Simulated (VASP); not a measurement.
# LiF (Fm-3m) in VASP: further runs

LiF is run at these levels: PBE; tasks: density of states, vibrations by perturbation theory, elastic constants.

All numbers are computed with VASP 6.6.1; they aren't measurements. Logs are shortened: lines on timing, memory, paths and dates and some standing lists are left out, and cuts for length are marked.

## (1) The cell of the first run

Symmetry: Fm-3m, No. 225, cubic system. The conventional cell has a = 4.068 Å, b = 4.068 Å, c = 4.068 Å, α = 90.00°, β = 90.00°, γ = 90.00°. Li (site symmetry m-3m) has 6 F at 2.03 Å within 2.7 Å. Within 2.7 Å of F (site symmetry m-3m) lie 6 Li at 2.03 Å.

## (2) Density of states, PBE

The input, POSCAR:

```
LiF
1.0
    0.0000000000      2.0340099532      2.0340099532
    2.0340099532      0.0000000000      2.0340099532
    2.0340099532      2.0340099532      0.0000000000
Li F
1 1
Direct
    0.0000000000      0.0000000000      0.0000000000
    0.5000000000      0.5000000000      0.5000000000
```

The input, INCAR.step1:

```
SYSTEM = LiF
PREC = Accurate
ENCUT = 520
EDIFF = 1E-6
ISMEAR = 0
SIGMA = 0.02
LREAL = .FALSE.
LASPH = .TRUE.
NELM = 80
ALGO = Normal
ISIF = 2
LWAVE = .FALSE.
LCHARG = .TRUE.
GGA = PE
NBANDS = 12
```

The input, KPOINTS.step1:

```
Automatic mesh
0
G
  10 10 10
  0 0 0
```

The input, INCAR.step2:

```
SYSTEM = LiF
PREC = Accurate
ENCUT = 520
EDIFF = 1E-6
ISMEAR = -5
SIGMA = 0.02
LREAL = .FALSE.
LASPH = .TRUE.
NELM = 80
ALGO = Normal
ISIF = 2
LWAVE = .FALSE.
LCHARG = .FALSE.
GGA = PE
LORBIT = 10
NBANDS = 12
NEDOS = 2001
ICHARG = 11
```

The input, KPOINTS.step2:

```
Automatic mesh
0
G
  15 15 15
  0 0 0
```

Potentials or basis: VASP PAW PBE potentials, release 64 (Li_sv, F).

Run with:

```
> cat potpaw_PBE.64/Li_sv/POTCAR potpaw_PBE.64/F/POTCAR > POTCAR
> cp INCAR.step1 INCAR
> cp KPOINTS.step1 KPOINTS
> mpirun -np 1 vasp_std > vasp.out
> cp INCAR.step2 INCAR
> cp KPOINTS.step2 KPOINTS
> mpirun -np 1 vasp_std > vasp.out
```

OUTCAR:

```text
SYSTEM = LiF
   PREC = Accurate
   ENCUT = 520
   EDIFF = 1E-6
   ISMEAR = -5
   LREAL = .FALSE.
   LASPH = .TRUE.
   NELM = 80
   ISIF = 2
   GGA = PE
   LORBIT = 10
   ICHARG = 11

 ion  position               nearest neighbor table
   1  0.000  0.000  0.000-   2 2.03   2 2.03   2 2.03   2 2.03   2 2.03   2 2.03
   2  0.500  0.500  0.500-   1 2.03   1 2.03   1 2.03   1 2.03   1 2.03   1 2.03

  LATTYP: Found a face centered cubic cell.
 ALAT       =     4.0680199064

  Lattice vectors:

 A1 = (   0.0000000000,   2.0340099532,   2.0340099532)
 A2 = (   2.0340099532,   0.0000000000,   2.0340099532)
 A3 = (   2.0340099532,   2.0340099532,   0.0000000000)

Analysis of symmetry for initial positions (statically):
=====================================================================
 Subroutine PRICEL returns:
 Original cell was already a primitive cell.

 Routine SETGRP: Setting up the symmetry group for a
 face centered cubic supercell.

 Subroutine GETGRP returns: Found 48 space group operations
 (whereof 48 operations were pure point group operations)
 out of a pool of 48 trial point group operations.

The static configuration has the point symmetry O_h .

Analysis of symmetry for dynamics (positions and initial velocities):
=====================================================================
 Subroutine PRICEL returns:
 Original cell was already a primitive cell.

 Routine SETGRP: Setting up the symmetry group for a
 face centered cubic supercell.

 Subroutine GETGRP returns: Found 48 space group operations
 (whereof 48 operations were pure point group operations)
 out of a pool of 48 trial point group operations.

The dynamic configuration has the point symmetry O_h .

 Subroutine INISYM returns: Found 48 space group operations
 (whereof 48 operations are pure point group operations),
 and found     1 'primitive' translations

----------------------------------------------------------------------------------------

                                     Primitive cell

  volume of cell :      16.8302

  direct lattice vectors                    reciprocal lattice vectors
     0.000000000  2.034009953  2.034009953    -0.245819839  0.245819839  0.245819839
     2.034009953  0.000000000  2.034009953     0.245819839 -0.245819839  0.245819839
     2.034009953  2.034009953  0.000000000     0.245819839  0.245819839 -0.245819839

  length of vectors
     2.876524462  2.876524462  2.876524462     0.425772451  0.425772451  0.425772451

  position of ions in fractional coordinates (direct lattice)
     0.000000000  0.000000000  0.000000000
     0.500000000  0.500000000  0.500000000

  ion indices of the primitive-cell ions
   primitive index   ion index
                 1           1
                 2           2

----------------------------------------------------------------------------------------

 KPOINTS: Automatic mesh

Automatic generation of k-mesh.
 Grid dimensions read from file:
 generate k-points for:   15   15   15

 Generating k-lattice:

  Cartesian coordinates                     Fractional coordinates (reciprocal lattice)
    -0.016387989  0.016387989  0.016387989     0.066666667  0.000000000  0.000000000
     0.016387989 -0.016387989  0.016387989     0.000000000  0.066666667  0.000000000
     0.016387989  0.016387989 -0.016387989     0.000000000  0.000000000  0.066666667

  Length of vectors
     0.028384830  0.028384830  0.028384830

  Shift w.r.t. Gamma in fractional coordinates (k-lattice)
     0.000000000  0.000000000  0.000000000

 TETIRR: Found    484 inequivalent tetrahedra from    20250

 Subroutine IBZKPT returns following result:
 ===========================================

 Found    120 irreducible k-points:

 Following reciprocal coordinates:
            Coordinates               Weight
  0.000000  0.000000  0.000000      1.000000
  0.066667  0.000000  0.000000      8.000000
  0.133333  0.000000  0.000000      8.000000
  0.200000  0.000000  0.000000      8.000000
  0.266667  0.000000  0.000000      8.000000
  0.333333  0.000000  0.000000      8.000000
[... 16 lines left out ...]
  0.133333  0.133333  0.000000      6.000000
  0.200000  0.133333  0.000000     24.000000
 [... further k-points ...]
   k-points           NKPTS =    120   k-points in BZ     NKDIM =    120   number of bands    NBANDS=     12
   number of dos      NEDOS =   2001   number of ions     NIONS =      2
   total plane-waves  NPLWV =  13824
   dimension x,y,z NGX =    24 NGY =   24 NGZ =   24
   dimension x,y,z NGXF=    48 NGYF=   48 NGZF=   48
   ions per type =               1   1
   NGX,Y,Z   is equivalent  to a cutoff of  13.87, 13.87, 13.87 a.u.
   NGXF,Y,Z  is equivalent  to a cutoff of  27.74, 27.74, 27.74 a.u.
 SYSTEM =  LiF
   PREC   = accura    normal or accurate (medium, high low for compatibility)
   ISTART =      0    job   : 0-new  1-cont  2-samecut
   ICHARG =     11    charge: 1-file 2-atom 10-const
   ISPIN  =      1    spin polarized calculation?
   LNONCOLLINEAR =      F non collinear calculations
   LSORBIT =      F    spin-orbit coupling
   LASPH  =      T    aspherical Exc in radial PAW
   ENCUT  =  520.0 eV  38.22 Ry    6.18 a.u.   5.35  5.35  5.35*2*pi/ulx,y,z
   NELM   =     80;   NELMIN=  2; NELMDL=  0     # of ELM steps
   EDIFF  = 0.1E-05   stopping-criterion for ELM
   LREAL  =      F    real-space projection
   EDIFFG = 0.1E-04   stopping-criterion for IOM
   NSW    =      0    number of steps for IOM
   IBRION =     -1    ionic relax: 0-MD 1-quasi-New 2-CG
   NFREE  =      0    steps in history (QN), initial steepest desc. (CG)
   ISIF   =      2    stress and relaxation
   ISYM   =      2    0-nonsym 1-usesym 2-fastsym
   POTIM  = 0.5000    time-step for ionic-motion
   TEBEG  =    0.0;   TEEND  =   0.0 temperature during run
   PSTRESS=    0.0 pullay stress
   NELECT =      10.0000    total number of electrons
   NUPDOWN=      -1.0000    fix difference up-down
   EMIN   =  10.00;   EMAX   =-10.00  energy-range for DOS
   EFERMI =   0.00;   METHOD = LEGACY
   ISMEAR =    -5;   SIGMA  =   0.02  broadening in eV -4-tet -1-fermi 0-gaus
   EFERMI_NEDOS =   21; number of points for ismear=-14 and -15
   IALGO  =     38    algorithm
   IMIX   =      4    mixing-type and parameters
     AMIX     =   0.40;   BMIX     =  1.00
     AMIX_MAG =   1.60;   BMIX_MAG =  1.00
  volume/ion in A,a.u.               =       8.42        56.79
  Fermi-wavevector in a.u.,A,eV,Ry     =   1.376296  2.600822 25.772018  1.894190
  Thomas-Fermi vector in A             =   2.501553
   LORBIT       =     10    0 simple, 1 ext, 2 COOP (PROOUT), +10 PAW based schemes
   GGA     = PE    functional components
   LHFCALC =     F    Hartree Fock is set to
   AEXX    =    0.0000 exact exchange contribution
   IVDW    =     0    specifies the selected vdW correction
   LEPSILON=     F    determine dielectric tensor
   LRPA    =     F    only Hartree local field effects (RPA)
 non-spin polarized calculation
 Fermi weights with tetrahedron method with Bloechl corrections
  energy-cutoff  :      520.00
  volume of cell :       16.83
 maximum number of plane-waves:       467
 NGX is ok and might be reduce to    24

 number of electron       9.9999992 magnetization

 Free energy of the ion-electron system (eV)
  ---------------------------------------------------
  ext. energy  EPLUGINS =         0.00000000
  ---------------------------------------------------
  free energy    TOTEN  =        -9.64088705 eV

  energy without entropy =       -9.64088705  energy(sigma->0) =       -9.64088705

 E-fermi :  -1.1619     XC(G=0):  -9.8388

 val. band max:       -1.1936306317   @ k =  -0.0667   0.0667   0.0000
 cond. band min:       7.6343208373   @ k =   0.0000   0.0000   0.0000
 fundamental gap:      8.8279514689
 Fermi energy:        -1.1619269520

 k-point     1 :       0.0000    0.0000    0.0000
  band No.  band energies     occupation
      1     -42.1835      2.00000
      2     -21.0887      2.00000
      3      -1.1945      2.00000
      4      -1.1945      2.00000
      5      -1.1945      2.00000
      6       7.6343      0.00000
      7      22.3816      0.00000
      8      22.3817      0.00000
      9      22.3817      0.00000
     10      22.8373      0.00000
     11      22.8373      0.00000
     12      22.8373      0.00000

 k-point     2 :       0.0667    0.0000    0.0000
  band No.  band energies     occupation
      1     -42.1812      2.00000
      2     -21.0716      2.00000
      3      -1.3228      2.00000
      4      -1.2045      2.00000
      5      -1.2045      2.00000
      6       7.7709      0.00000
      7      20.7607      0.00000
      8      21.6660      0.00000
      9      21.6660      0.00000
     10      23.4532      0.00000
     11      23.4532      0.00000
     12      23.5801      0.00000

 k-point     3 :       0.1333    0.0000    0.0000
  band No.  band energies     occupation
      1     -42.1750      2.00000
      2     -21.0244      2.00000
      3      -1.6682      2.00000
      4      -1.2324      2.00000
      5      -1.2324      2.00000
      6       8.1276      0.00000
      7      18.9003      0.00000
      8      20.6904      0.00000
      9      20.6904      0.00000
     10      24.1192      0.00000
     11      24.2515      0.00000
     12      24.2515      0.00000

 k-point     4 :       0.2000    0.0000    0.0000
  band No.  band energies     occupation
      1     -42.1658      2.00000
      2     -20.9528      2.00000
      3      -2.1402      2.00000
      4      -1.2727      2.00000
      5      -1.2727      2.00000
      6       8.5867      0.00000
      7      17.3607      0.00000
      8      19.7286      0.00000
      9      19.7286      0.00000
     10      24.7843      0.00000
     11      25.1703      0.00000
     12      25.1703      0.00000

 k-point     5 :       0.2667    0.0000    0.0000
  band No.  band energies     occupation
      1     -42.1551      2.00000
      2     -20.8681      2.00000
      3      -2.6411      2.00000
      4      -1.3180      2.00000
      5      -1.3180      2.00000
      6       9.0087      0.00000
      7      16.2504      0.00000
      8      18.8784      0.00000
      9      18.8784      0.00000
     10      25.6238      0.00000
     11      26.2367      0.00000
     12      26.2367      0.00000
[... 228 lines left out ...]
      1     -42.1705      2.00000
      2     -20.9886      2.00000
      3      -1.8539      2.00000
      4      -1.3642      2.00000
      5      -1.2064      2.00000
      6       8.3886      0.00000
      7      18.1789      0.00000
      8      19.8233      0.00000
      9      20.4508      0.00000
     10      23.7878      0.00000
     11      24.1188      0.00000
     12      26.1260      0.00000

 k-point    22 :      -0.0667    0.0667    0.0000
  band No.  band energies     occupation
      1     -42.1777      2.00000
      2     -21.0447      2.00000
      3      -1.4905      2.00000
      4      -1.2825      2.00000
      5      -1.1936      2.00000
      6       7.9846      0.00000
      7      19.7536      0.00000
      8      20.5576      0.00000
      9      21.4278      0.00000
     10      23.1581      0.00000
     11      23.6556      0.00000
     12      25.0710      0.00000

 k-point    23 :       0.1333    0.1333    0.0000
  band No.  band energies     occupation
      1     -42.1723      2.00000
      2     -21.0002      2.00000
      3      -1.6382      2.00000
      4      -1.3574      2.00000
      5      -1.3574      2.00000
      6       8.3543      0.00000
      7      19.8862      0.00000
      8      20.1438      0.00000
      9      20.1438      0.00000
     10      20.3771      0.00000
     11      26.6224      0.00000
     12      26.6224      0.00000

 k-point    24 :       0.2000    0.1333    0.0000
  band No.  band energies     occupation
      1     -42.1655      2.00000
      2     -20.9442      2.00000
      3      -1.9664      2.00000
      4      -1.4338      2.00000
      5      -1.4065      2.00000
      6       8.7759      0.00000
      7      18.2099      0.00000
      8      19.6071      0.00000
      9      19.6675      0.00000
     10      20.8082      0.00000
     11      27.5334      0.00000
     12      27.6404      0.00000

 [... further k-points ...]
[... 5 lines left out ...]
  --------------------------------------------------------------------------------------
  -------------------------------------------------------------------------------------
  Total       -0.0466624     -0.0466624     -0.0466624     -0.0000000      0.0000000      0.0000000
  in kB       -4.4421014     -4.4421014     -4.4421014     -0.0000000      0.0000000      0.0000000
  external PRESSURE =      -4.4421014 kB  Pullay stress =       0.0000000 kB

 VOLUME and BASIS-vectors are now :
 -----------------------------------------------------------------------------
  energy-cutoff  :      520.00
  volume of cell :       16.83
      direct lattice vectors                 reciprocal lattice vectors
     0.000000000  2.034009953  2.034009953    -0.245819839  0.245819839  0.245819839
     2.034009953  0.000000000  2.034009953     0.245819839 -0.245819839  0.245819839
     2.034009953  2.034009953  0.000000000     0.245819839  0.245819839 -0.245819839

 POSITION                                       TOTAL-FORCE (eV/Angst)
 -----------------------------------------------------------------------------------
      0.00000      0.00000      0.00000        -0.000000     -0.000000      0.000000
      2.03401      2.03401      2.03401         0.000000      0.000000      0.000000
 -----------------------------------------------------------------------------------
    total drift:                               -0.000000     -0.000000      0.000000

  FREE ENERGIE OF THE ION-ELECTRON SYSTEM (eV)
  ---------------------------------------------------
  free  energy   TOTEN  =        -9.6408870517 eV

  energy  without entropy=       -9.6408870517  energy(sigma->0) =       -9.64088705

 total charge

# of ion       s       p       d       tot
------------------------------------------
    1        2.015   0.045   0.000   2.060
    2        1.729   4.404   0.000   6.133
--------------------------------------------------
tot          3.744   4.449   0.000   8.192
```

Run time: 16 s. Hardware: 1 thread of Intel Xeon Platinum 8259CL at 2.50GHz (Skylake/Cascade Lake), shared host; peak memory 0.14 GiB.

Results:

```
Valence electrons inside the program's atomic spheres : Li 2.06; F 6.13
```

Caveat: the cutoff is under 1.25 times the usual one of these potentials, so pressure, stress and relaxed cells hold a basis-set (Pulay) error.

(Part 1 of 2 ends here.)
